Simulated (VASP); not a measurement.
# Os (P6_3/mmc) in VASP: notebook, part 2 of 2

VASP 6.6.1. Earlier steps stand in the parts before.

### Step 3. Single point, PBE, non-collinear spin, zero start, spin-orbit coupling

This run uses another cell than the first one, of 14.28 Å³/atom.

File INCAR:

```
ALGO = Normal
EDIFF = 1E-6
ENCUT = 520
GGA = PE
GGA_COMPAT = F
ISIF = 2
ISMEAR = -1
LASPH = T
LCHARG = F
LMAXMIX = 4
LORBIT = 11
LORBMOM = T
LREAL = F
LSORBIT = T
LWAVE = F
MAGMOM = 0 0 0 0 0 0
NBANDS = 28
NELM = 150
PREC = Accurate
SIGMA = 0.1
```

File KPOINTS:

```
k-points
0
Gamma
  13 13 7
```

File POSCAR:

```
Os
1.0
    2.7559294133      0.0000000000      0.0000000000
   -1.3779647066      2.3867048830      0.0000000000
    0.0000000000      0.0000000000      4.3426533301
Os
2
Direct
    0.3333333333      0.6666666667      0.2500000000
    0.6666666667      0.3333333333      0.7500000000
```

Potentials or basis: VASP PAW PBE potentials, release 64 (Os).

Command:

```bash
$ cat potpaw_PBE.64/Os/POTCAR > POTCAR
$ mpirun -np 1 vasp_ncl > vasp.out
```

It took 2.1 min on 1 thread of Intel Xeon 8259CL, shared host; peak memory 0.25 GiB.

Results (log left out):

```
Free energy                                           : -23.1769 eV
Pressure                                              : 0.2 GPa
Net moment                                            : 0.00 μB per cell
Valence electrons inside the program's atomic spheres : Os 7.41
```

Stress tensor (GPa, compression positive):
```
 0.33  0.00  0.00
 0.00  0.33  0.00
 0.00  0.00 -0.02
```

Moments on the atoms (μB; x, y, z):
```
Os  0.00 0.00 0.00
Os  0.00 0.00 0.00
```

### Step 4. Single point, PBE

This run uses another cell than the first one, of 14.28 Å³/atom.

File INCAR:

```
PREC = Accurate
ENCUT = 520
EDIFF = 1E-6
ISMEAR = -1
SIGMA = 1.0
LREAL = F
LASPH = T
NELM = 80
ALGO = Normal
ISIF = 2
LWAVE = F
LCHARG = T
GGA = PE
LELF = T
LVHAR = T
NBANDS = 15
```

File KPOINTS:

```
regular mesh
0
Gamma
  13 13 7
```

POSCAR is that of step 3.

Potentials or basis: VASP PAW PBE potentials, release 64 (Os).

Command:

```bash
$ cat potpaw_PBE.64/Os/POTCAR > POTCAR
$ mpirun -np 1 vasp_std > vasp.out
```

OUTCAR:

```text
PREC = Accurate
   ENCUT = 520
   EDIFF = 1E-6
   ISMEAR = -1
   LREAL = F
   LASPH = T
   NELM = 80
   ISIF = 2
   GGA = PE

 ion  position               nearest neighbor table
   1  0.333  0.667  0.250-   2 2.69   2 2.69   2 2.69   2 2.69   2 2.69   2 2.69
   2  0.667  0.333  0.750-   1 2.69   1 2.69   1 2.69   1 2.69   1 2.69   1 2.69

  LATTYP: Found a hexagonal cell.
 ALAT       =     2.7559294133
 C/A-ratio  =     1.5757491136

  Lattice vectors:

 A1 = (   2.7559294133,   0.0000000000,   0.0000000000)
 A2 = (  -1.3779647066,   2.3867048830,   0.0000000000)
 A3 = (   0.0000000000,   0.0000000000,   4.3426533301)

Analysis of symmetry for initial positions (statically):
=====================================================================
 Subroutine PRICEL returns:
 Original cell was already a primitive cell.

 Routine SETGRP: Setting up the symmetry group for a
 hexagonal supercell.

 Subroutine GETGRP returns: Found 24 space group operations
 (whereof 12 operations were pure point group operations)
 out of a pool of 24 trial point group operations.

The static configuration has the point symmetry D_3d.
[... 177 lines left out ...]
      7       7.1308      1.80282
      8       7.7442      1.66393
      9       7.7442      1.66393
     10       9.2129      1.06537
     11      10.9391      0.33729
     12      10.9391      0.33729
     13      18.1141      0.00031
     14      23.1420      0.00000
[... 401 lines left out ...]
      2       2.4107      1.99805
      3       5.3216      1.96480
      4       5.7876      1.94449
      5       6.4805      1.89201
      6       6.7125      1.86570
      7       7.3841      1.75300
      8       7.5776      1.70796
      9       7.9475      1.60320
     10       8.2460      1.49970
     11      11.2626      0.25599
     12      13.2937      0.03779
     13      19.2246      0.00010
     14      24.3364      0.00000
     15      26.3780      0.00000

 [... further k-points ...]

------------------------ aborting loop because EDIFF is reached ----------------------------------------

  FORCE on cell =-STRESS in cart. coord.  units (eV):
  Direction    XX          YY          ZZ          XY          YZ          ZX
  --------------------------------------------------------------------------------------
  -------------------------------------------------------------------------------------
  Total        4.0325899      4.0325899      5.5168309      0.0000000      0.0000000      0.0000000
  in kB      226.1896163    226.1896163    309.4413018      0.0000000      0.0000000      0.0000000
  external PRESSURE =     253.9401781 kB  Pullay stress =       0.0000000 kB

 VOLUME and BASIS-vectors are now :
 -----------------------------------------------------------------------------
  energy-cutoff  :      520.00
  volume of cell :       28.56
      direct lattice vectors                 reciprocal lattice vectors
     2.755929413  0.000000000  0.000000000     0.362853996  0.209493852  0.000000000
    -1.377964707  2.386704883  0.000000000     0.000000000  0.418987704  0.000000000
     0.000000000  0.000000000  4.342653330     0.000000000  0.000000000  0.230273965

 POSITION                                       TOTAL-FORCE (eV/Angst)
 -----------------------------------------------------------------------------------
     -0.00000      1.59114      1.08566        -0.000000      0.000000      0.000000
      1.37796      0.79557      3.25699         0.000000     -0.000000      0.000000
 -----------------------------------------------------------------------------------
    total drift:                               -0.000000      0.000000     -0.000000

  FREE ENERGIE OF THE ION-ELECTRON SYSTEM (eV)
  ---------------------------------------------------
  free  energy   TOTEN  =       -25.1609685626 eV

  energy  without entropy=      -19.4682917749  energy(sigma->0) =      -22.31463017
```

stdout:

```text
POSCAR found type information on POSCAR Os
 POSCAR found :  1 types and       2 ions
 scaLAPACK will be used
 LDA part: xc-table for (Slater+PW92), standard interpolation
 POSCAR, INCAR and KPOINTS ok, starting setup
 FFT: planning ... GRIDC
 FFT: planning ... GRID_SOFT
 FFT: planning ... GRID
 WAVECAR not read
 entering main loop
```

It took 29 s on 1 thread of Intel Xeon 8259CL, shared host; peak memory 0.16 GiB.

Results:

```yaml
Free_energy: -25.1610 eV
Pressure: 25.4 GPa
Band_gap_on_the_k_mesh: zero (bands 8 and 9 overlap by 3.73 eV)
```

Caveat: the cell stands under pressure; so wide a smearing shifts energies and pressures; spin-orbit coupling is left out, which moves the levels of the heavy elements.

### Step 5. Single point, PBE

This run uses another cell than the first one, of 14.28 Å³/atom.

File INCAR:

```
SYSTEM = Os
PREC = Accurate
ENCUT = 520
EDIFF = 1E-6
ISMEAR = 0
SIGMA = 0.01
LREAL = .False.
LASPH = .True.
NELM = 60
ALGO = Normal
ISIF = 2
LWAVE = .False.
LCHARG = .False.
GGA = PE
NBANDS = 15
```

File KPOINTS:

```
Automatic mesh
0
Gamma
  13 13 7
  0 0 0
```

POSCAR is that of step 4.

Command:

```bash
$ cat potpaw_PBE.64/Os/POTCAR > POTCAR
$ mpirun -np 1 vasp_std > vasp.out
```

Run time: 32 s. Hardware: 1 thread of Intel Xeon 8259CL, shared host; peak memory 0.16 GiB.

Results (log left out):

```yaml
Free_energy: -22.5001 eV
Pressure: -0.4 GPa
Band_gap_on_the_k_mesh: zero (bands 8 and 9 overlap by 3.69 eV)
```

Stress tensor (GPa, compression positive):
```
-0.21  0.00  0.00
 0.00 -0.21  0.00
 0.00  0.00 -0.73
```

Levels at points of the mesh, in eV from the Fermi level:
| k point | band 5 | band 6 | band 7 | band 8 | band 9 | band 10 | band 11 | band 12 |
| --- | --- | --- | --- | --- | --- | --- | --- | --- |
| (0.00, 0.00, 0.00) | -2.73 | -2.19 | -2.19 | -1.58 | -1.58 | 0.01 | 1.60 | 1.60 |

Caveat: spin-orbit coupling is left out, which moves the levels of the heavy elements.

### Step 6. Single point, PBE

This run uses another cell than the first one, of 14.28 Å³/atom.

File INCAR:

```
SYSTEM = Os
PREC = Accurate
ENCUT = 520
EDIFF = 1E-7
ISMEAR = 0
SIGMA = 0.03
LREAL = .False.
LASPH = .True.
NELM = 100
ALGO = Normal
ISIF = 2
LWAVE = .False.
LCHARG = .False.
GGA = PE
NBANDS = 15
```

KPOINTS is that of step 5.

POSCAR is that of step 5.

Potentials or basis: VASP PAW PBE potentials, release 64 (Os).

Command:

```bash
$ cat potpaw_PBE.64/Os/POTCAR > POTCAR
$ mpirun -np 1 vasp_std > vasp.out
```

Run time: 35 s. Hardware: 1 thread of Intel Xeon 8259CL, shared host; peak memory 0.16 GiB.

It converged, with:

| Quantity | Value |
| --- | --- |
| Free energy | -22.5005 eV |
| Pressure | -0.4 GPa |
| Band gap on the k mesh | zero (bands 8 and 9 overlap by 3.69 eV) |

Stress tensor (GPa, compression positive):
```
-0.26  0.00  0.00
 0.00 -0.26  0.00
 0.00  0.00 -0.63
```

Levels at points of the mesh, in eV from the Fermi level:
| k point | band 4 | band 5 | band 6 | band 7 | band 8 | band 9 | band 10 | band 11 | band 12 | band 13 |
| --- | --- | --- | --- | --- | --- | --- | --- | --- | --- | --- |
| (0.00, 0.00, 0.00) | -3.01 | -2.73 | -2.19 | -2.19 | -1.59 | -1.59 | 0.01 | 1.59 | 1.59 | 8.81 |

Caveat: spin-orbit coupling is left out, which moves the levels of the heavy elements.

### Step 7. Summary

```tsv
spin	cell	k mesh	smearing	gap on the mesh (eV)	pressure (GPa)
off	a = 2.862, b = 2.862, c = 4.510 Å, angles 90.0, 90.0, 120.0°, 2 atoms	21 × 21 × 12	fermi-dirac 0.1 eV	none	-34.7
non-collinear, zero start, SOC	a = 2.756, b = 2.756, c = 4.343 Å, angles 90.0, 90.0, 120.0°, 2 atoms	13 × 13 × 7	fermi-dirac 0.1 eV	-	0.2
off	a = 2.756, b = 2.756, c = 4.343 Å, angles 90.0, 90.0, 120.0°, 2 atoms	13 × 13 × 7	fermi-dirac 1 eV	none	25.4
off	a = 2.756, b = 2.756, c = 4.343 Å, angles 90.0, 90.0, 120.0°, 2 atoms	13 × 13 × 7	gaussian 0.01 eV	none	-0.4
off	a = 2.756, b = 2.756, c = 4.343 Å, angles 90.0, 90.0, 120.0°, 2 atoms	13 × 13 × 7	gaussian 0.03 eV	none	-0.4
```

Alike in all rows: task single point; level PBE; potentials or basis VASP PAW PBE potentials, release 64 (Os); cutoff (eV) 520.

Caveats: spin-orbit coupling is left out, which moves the levels of the heavy elements (at least some runs); the cell stands under tension (at least some runs); the cell stands under pressure (at least some runs); so wide a smearing shifts energies and pressures (at least some runs).

Total energies depend on the potentials used, so only differences within one code and one set of settings carry meaning.
